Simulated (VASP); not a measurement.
# Al2O3 (R-3c) in VASP: notebook, part 3 of 3

VASP 6.6.1. Earlier steps stand in the parts before.

## (5) Single point, PBE (9.22 Å³/atom)

This run uses another cell than the first one, of 9.22 Å³/atom.

The input, INCAR:

```
  PREC = Accurate
  ENCUT = 520
  EDIFF = 1E-7
  ISMEAR = 0
  SIGMA = 0.05
  LREAL = F
  LASPH = T
  NELM = 100
  ALGO = Normal
  ISIF = 2
  LWAVE = F
  LCHARG = F
  GGA = PE
  NBANDS = 35
```

The input, KPOINTS:

```
regular mesh
0
Gamma
  6 6 6
```

The input, POSCAR:

```
Al2O3
1.0
    2.4461028251      1.4122581246      4.4501971659
   -2.4461028251      1.4122581246      4.4501971659
    0.0000000000     -2.8245162491      4.4501971659
Al O
4 6
Direct
    0.8521293568      0.8521293568      0.8521293568
    0.6478706432      0.6478706432      0.6478706432
    0.1478706432      0.1478706432      0.1478706432
    0.3521293568      0.3521293568      0.3521293568
    0.0561574040      0.4438425960      0.7500000000
    0.7500000000      0.0561574040      0.4438425960
    0.4438425960      0.7500000000      0.0561574040
    0.9438425960      0.5561574040      0.2500000000
    0.2500000000      0.9438425960      0.5561574040
    0.5561574040      0.2500000000      0.9438425960
```

Potentials or basis: VASP PAW PBE potentials, release 64 (Al, O).

Launch:

```console
> cat potpaw_PBE.64/Al/POTCAR potpaw_PBE.64/O/POTCAR > POTCAR
> mpirun -np 1 vasp_std > vasp.out
```

OUTCAR:

```text
PREC = Accurate
   ENCUT = 520
   EDIFF = 1E-7
   ISMEAR = 0
   LREAL = F
   LASPH = T
   NELM = 100
   ISIF = 2
   GGA = PE

 ion  position               nearest neighbor table
   1  0.852  0.852  0.852-  10 1.91   8 1.91   9 1.91   5 2.03   6 2.03   7 2.03   2 2.73   3 2.87
                             3 2.87   3 2.87   2 3.31   2 3.31   2 3.31
   2  0.648  0.648  0.648-   9 1.91   8 1.91  10 1.91   5 2.03   7 2.03   6 2.03   1 2.73   4 2.87
                             4 2.87   4 2.87   1 3.31   1 3.31   1 3.31
   3  0.148  0.148  0.148-   7 1.91   5 1.91   6 1.91   8 2.03   9 2.03  10 2.03   4 2.73   1 2.87
                             1 2.87   1 2.87   4 3.31   4 3.31   4 3.31
   4  0.352  0.352  0.352-   6 1.91   5 1.91   7 1.91   8 2.03  10 2.03   9 2.03   3 2.73   2 2.87
                             2 2.87   2 2.87   3 3.31   3 3.31   3 3.31
   5  0.056  0.444  0.750-   3 1.91   4 1.91   1 2.03   2 2.03
   6  0.750  0.056  0.444-   4 1.91   3 1.91   1 2.03   2 2.03
   7  0.444  0.750  0.056-   3 1.91   4 1.91   2 2.03   1 2.03
   8  0.944  0.556  0.250-   1 1.91   2 1.91   3 2.03   4 2.03
   9  0.250  0.944  0.556-   2 1.91   1 1.91   3 2.03   4 2.03
  10  0.556  0.250  0.944-   1 1.91   2 1.91   4 2.03   3 2.03

  LATTYP: Found a trigonal (rhomboedric) cell.
 ALAT       =     5.2708772379
 COS(alpha) =     0.5692615792

  Lattice vectors:

 A1 = (   2.4461028251,   1.4122581246,   4.4501971659)
 A2 = (  -2.4461028251,   1.4122581246,   4.4501971659)
 A3 = (   0.0000000000,  -2.8245162491,   4.4501971659)

Analysis of symmetry for initial positions (statically):
=====================================================================
 Subroutine PRICEL returns:
 Original cell was already a primitive cell.

 Routine SETGRP: Setting up the symmetry group for a
 trigonal (rhombohedral) supercell.

 Subroutine GETGRP returns: Found 12 space group operations
 (whereof  6 operations were pure point group operations)
 out of a pool of 12 trial point group operations.

The static configuration has the point symmetry S_6 .
 The point group associated with its full space group is D_3d.

Analysis of symmetry for dynamics (positions and initial velocities):
[... 159 lines left out ...]
 non-spin polarized calculation
 Gauss-broadening in eV      SIGMA  =   0.05
  energy-cutoff  :      520.00
  volume of cell :       92.24
 maximum number of plane-waves:      2502
   NGX = 19   NGY = 19   NGZ = 19

 number of electron      47.9999991 magnetization

 Free energy of the ion-electron system (eV)
  ---------------------------------------------------
  ext. energy  EPLUGINS =         0.00000000
  ---------------------------------------------------
  free energy    TOTEN  =       -74.65255784 eV

  energy without entropy =      -74.65255784  energy(sigma->0) =      -74.65255784

 E-fermi :   5.4748     XC(G=0): -11.2886

 val. band max:        5.2441097693   @ k =   0.0000   0.0000   0.0000
 cond. band min:      10.4664028097   @ k =   0.0000   0.0000   0.0000
 fundamental gap:      5.2222930404
 Fermi energy:         5.4747980593

 k-point     1 :       0.0000    0.0000    0.0000
  band No.  band energies     occupation
      1     -13.3953      2.00000
      2     -11.3623      2.00000
      3     -11.1272      2.00000
      4     -11.1272      2.00000
      5     -10.8411      2.00000
      6     -10.8411      2.00000
[... 901 lines left out ...]
     34      18.0642      0.00000
     35      18.1404      0.00000

 [... further k-points ...]

------------------------ aborting loop because EDIFF is reached ----------------------------------------

  FORCE on cell =-STRESS in cart. coord.  units (eV):
  Direction    XX          YY          ZZ          XY          YZ          ZX
  --------------------------------------------------------------------------------------
  -------------------------------------------------------------------------------------
  Total       -6.4237521     -6.4237521     -5.9676960      0.0000000     -0.0000000      0.0000000
  in kB     -111.5783824   -111.5783824   -103.6568440      0.0000000     -0.0000000      0.0000000
  external PRESSURE =    -108.9378696 kB  Pullay stress =       0.0000000 kB

 VOLUME and BASIS-vectors are now :
 -----------------------------------------------------------------------------
  energy-cutoff  :      520.00
  volume of cell :       92.24
      direct lattice vectors                 reciprocal lattice vectors
     2.446102825  1.412258125  4.450197166     0.204406779  0.118014309  0.074903048
    -2.446102825  1.412258125  4.450197166    -0.204406779  0.118014309  0.074903048
     0.000000000 -2.824516249  4.450197166     0.000000000 -0.236028618  0.074903048

 POSITION                                       TOTAL-FORCE (eV/Angst)
 -----------------------------------------------------------------------------------
      0.00000      0.00000     11.37643         0.000000      0.000000      0.028197
      0.00000      0.00000      8.64946         0.000000     -0.000000     -0.028197
      0.00000      0.00000      1.97416         0.000000     -0.000000     -0.028197
      0.00000      0.00000      4.70114         0.000000      0.000000      0.028197
     -0.94832     -1.41226      5.56275        -0.047967      0.000000      0.000000
      1.69721     -0.11514      5.56275         0.023983     -0.041540      0.000000
     -0.74889      1.52740      5.56275         0.023983      0.041540      0.000000
      0.94832      1.41226      7.78785         0.047967      0.000000      0.000000
     -1.69721      0.11514      7.78785        -0.023983      0.041540      0.000000
      0.74889     -1.52740      7.78785        -0.023983     -0.041540      0.000000
 -----------------------------------------------------------------------------------
    total drift:                               -0.000000     -0.000000     -0.000000

  FREE ENERGIE OF THE ION-ELECTRON SYSTEM (eV)
  ---------------------------------------------------
  free  energy   TOTEN  =       -74.6525578394 eV

  energy  without entropy=      -74.6525578394  energy(sigma->0) =      -74.65255784
```

Wall time 4 min (1 thread of Intel Xeon 8259CL, shared host); peak memory 0.26 GiB.

Results:

* Free energy: -74.6526 eV
* Pressure: -10.9 GPa
* Largest force: 0.048 eV/Å
* Band gap on the k mesh: 5.22 eV

Forces in eV/Å, atoms in the order of the input:
```
Al   0.000  0.000  0.028
Al   0.000  0.000 -0.028
Al   0.000  0.000 -0.028
Al   0.000  0.000  0.028
O   -0.048  0.000  0.000
O    0.024 -0.042  0.000
O    0.024  0.042  0.000
O    0.048  0.000  0.000
O   -0.024  0.042  0.000
O   -0.024 -0.042  0.000
```

Stress tensor (GPa, compression positive):
```
-11.16   0.00   0.00
  0.00 -11.16   0.00
  0.00   0.00 -10.37
```

Levels at points of the mesh, in eV from the valence-band top:
```csv
k point,band 20,band 21,band 22,band 23,band 24,band 25,band 26,band 27,band 28,band 29
"(0.00, 0.00, 0.00)",-0.40,-0.40,-0.02,-0.02,0.00,5.22,8.51,9.72,10.81,10.81
"(0.50, 0.00, 0.00)",-1.22,-0.78,-0.78,-0.21,-0.21,8.52,8.52,8.87,8.87,11.25
"(0.50, 0.50, 0.00)",-1.16,-0.89,-0.81,-0.63,-0.20,8.70,9.05,9.20,9.67,10.28
"(0.50, 0.50, 0.50)",-1.79,-0.32,-0.32,-0.32,-0.32,7.79,7.79,10.39,10.39,11.43
```

Caveat: the cell stands under tension. PBE gaps usually lie below the measured ones, often by a third to a half.

## (6) Single point, PBE (9.22 Å³/atom)

This run uses another cell than the first one, of 9.22 Å³/atom.

The input, INCAR:

```
PREC = Accurate ; ENCUT = 520
EDIFF = 1E-6 ; ISMEAR = 0
SIGMA = 0.05 ; LREAL = False
LASPH = True ; NELM = 60
ALGO = Normal ; ISIF = 2
LWAVE = False ; LCHARG = False
GGA = PE ; NBANDS = 35
```

The input, KPOINTS:

```
Automatic mesh
0
Gamma
  6 6 6
```

POSCAR: that of step 5 with these lines changed.

```diff
@@ -2,5 +2,5 @@
 1.0
-    2.4461028251      1.4122581246      4.4501971659
-   -2.4461028251      1.4122581246      4.4501971659
-    0.0000000000     -2.8245162491      4.4501971659
+    2.4029024788      1.3873163930      4.6116504374
+   -2.4029024788      1.3873163930      4.6116504374
+    0.0000000000     -2.7746327860      4.6116504374
 Al O
```

Potentials or basis: VASP PAW PBE potentials, release 64 (Al, O).

Launch:

```console
> cat potpaw_PBE.64/Al/POTCAR potpaw_PBE.64/O/POTCAR > POTCAR
> mpirun -np 1 vasp_std > vasp.out
```

Wall time 3.3 min (1 thread of Intel Xeon 8259CL, shared host); peak memory 0.27 GiB.

The run converged. Its results:

* Free energy: -74.4661 eV
* Pressure: -10.2 GPa
* Largest force: 0.180 eV/Å
* Band gap on the k mesh: 5.05 eV

Forces in eV/Å, atoms in the order of the input:
```
Al   0.000  0.000 -0.180
Al   0.000  0.000  0.180
Al   0.000  0.000  0.180
Al   0.000  0.000 -0.180
O    0.090  0.000  0.000
O   -0.045  0.078  0.000
O   -0.045 -0.078  0.000
O   -0.090  0.000  0.000
O    0.045 -0.078  0.000
O    0.045  0.078  0.000
```

Stress tensor (GPa, compression positive):
```
 -3.81   0.00   0.00
  0.00  -3.81   0.00
  0.00   0.00 -22.93
```

Levels at points of the mesh, in eV from the valence-band top:
```
           k point  band 21  band 22  band 23  band 24  band 25  band 26  band 27  band 28
(0.00, 0.00, 0.00)    -0.44    -0.44     0.00     0.00     5.05     8.77     9.42    10.08
(0.50, 0.00, 0.00)    -0.92    -0.92    -0.41    -0.41     8.17     8.17     8.71     8.71
(0.50, 0.50, 0.00)    -0.97    -0.93    -0.84    -0.39     8.33     8.85     9.49     9.50
(0.50, 0.50, 0.50)    -0.27    -0.27    -0.27    -0.27     7.79     7.79    10.09    10.09
```

Caveat: the cell stands under tension.

## (7) Summary

```csv
cell,gap on the mesh (eV),pressure (GPa),largest force (eV/Å)
"a = 4.987 Å, angles 57.6°, 10 atoms",6.06,13.6,0.47
"a = 5.194 Å, angles 53.0°, 10 atoms",6.39,15.1,0.39
"a = 5.087 Å, angles 55.3°, 10 atoms",6.54,14.1,0.06
"a = 5.271 Å, angles 55.3°, 10 atoms",5.22,-10.9,0.05
"a = 5.382 Å, angles 53.0°, 10 atoms",5.05,-10.2,0.18
```

Alike in all rows: task single point; level PBE; potentials or basis VASP PAW PBE potentials, release 64 (Al, O); no spin polarisation; k mesh 6 × 6 × 6; cutoff (eV) 520; smearing gaussian 0.05 eV.

Caveats: the cell stands under pressure (at least some runs); the cell stands under tension (at least some runs).

Total energies depend on the potentials used, so only differences within one code and one set of settings carry meaning.
